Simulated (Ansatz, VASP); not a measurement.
C in VASP and in Ansatz

File INCAR:

```
SYSTEM = C
PREC     = Accurate       ! precision mode
ENCUT    = 520            ! plane-wave cutoff, eV
EDIFF    = 1E-6           ! SCF threshold, eV
ISMEAR   = 0              ! smearing method
SIGMA    = 0.05           ! smearing width, eV
LREAL    = .FALSE.        ! projectors in reciprocal space
LASPH    = .TRUE.         ! aspherical terms in the spheres
NELM     = 80             ! most SCF steps
ALGO     = Normal         ! electronic algorithm
ISIF     = 2              ! what is computed and relaxed
LWAVE    = .FALSE.        ! write WAVECAR
LCHARG   = .TRUE.         ! write CHGCAR
GGA      = PE             ! functional
IVDW     = 12             ! dispersion correction
LELF     = .TRUE.         ! ELF
LVHAR    = .TRUE.       
NBANDS   = 31             ! bands
```

KPOINTS

```
regular mesh
0
G
  7 11 3
  0 0 0
```

POSCAR

```
C
1.0
    0.0000000000      1.4231666446     -3.3613878322
   -2.4649969361      0.0000000000      0.0000000000
    3.0812461701     10.0416987098      0.7233823965
C
10
Direct
   -0.1074115696      0.7174027945      0.8939222356
    0.7150055098      0.6859202215      0.0687361772
    0.7594012399      0.4437908647      0.2750326918
   -0.1962030299      1.2016615080      0.4813292064
   -0.1518072998      0.9595321513      0.6876257210
    0.7293902204      0.2719504218      0.1375603374
   -0.2262140495      1.0298210651      0.3438568521
   -0.1818183193      0.7876917083      0.5501533667
   -0.1374225892      1.5455623516      0.7564498813
   -0.0930268590      1.3034329949      0.9627463959
```

Input for Ansatz:

```yaml
crystal:
  lattice:
    - [0.0, 1.4231666446, -3.3613878322]
    - [-2.4649969361, 0.0, 0.0]
    - [3.0812461701, 10.0416987098, 0.7233823965]
  atoms:
    - { symbol: C, position: [-0.1074115696, 0.7174027945, 0.8939222356] }
    - { symbol: C, position: [0.7150055098, 0.6859202215, 0.0687361772] }
    - { symbol: C, position: [0.7594012399, 0.4437908647, 0.2750326918] }
    - { symbol: C, position: [-0.1962030299, 1.201661508, 0.4813292064] }
    - { symbol: C, position: [-0.1518072998, 0.9595321513, 0.687625721] }
    - { symbol: C, position: [0.7293902204, 0.2719504218, 0.1375603374] }
    - { symbol: C, position: [-0.2262140495, 1.0298210651, 0.3438568521] }
    - { symbol: C, position: [-0.1818183193, 0.7876917083, 0.5501533667] }
    - { symbol: C, position: [-0.1374225892, 1.5455623516, 0.7564498813] }
    - { symbol: C, position: [-0.093026859, 1.3034329949, 0.9627463959] }
basis:
  ecutwfc: 520.0
kpoints:
  mp_grid: { grid: [7, 11, 3] }
hamiltonian:
  xc: pbe
  dispersion: d3bj
scf:
  occupations: { method: gaussian, width: 0.05 }
output:
  forces: true
  stress: true
  eigenvalues: true
```

Alike in both runs: task single point; functional PBE; dispersion D3(BJ); k mesh 7 × 11 × 3; occupations gaussian, width 0.05 eV; no spin polarisation.

```csv
,VASP,Ansatz
version,VASP 6.6.1,Ansatz 0.2.0
potentials or method,"VASP PAW PBE potentials, release 64 (C), cutoff 520 eV","scalar-relativistic, plane waves, PAW"
valence electrons in the cell,40,40
```

VASP gave:

| Property | Result |
| --- | --- |
| gap on the k mesh at the Fermi level (eV) | none |
| pressure (GPa) | 22.2 |
| traceless stress, the component that is largest in VASP (GPa) | 25.29 |
| rms of the force components (eV/Å) | 4.173 |

What did Ansatz give for the same quantities?

gap on the k mesh at the Fermi level (eV): none; pressure (GPa): 21.7; traceless stress, the component that is largest in VASP (GPa): 25.13; rms of the force components (eV/Å): 4.154.

Atom by atom the forces differ by 0.030 eV/Å (rms over components). A gap of «none» marks a metal or a gap that the smearing closes.
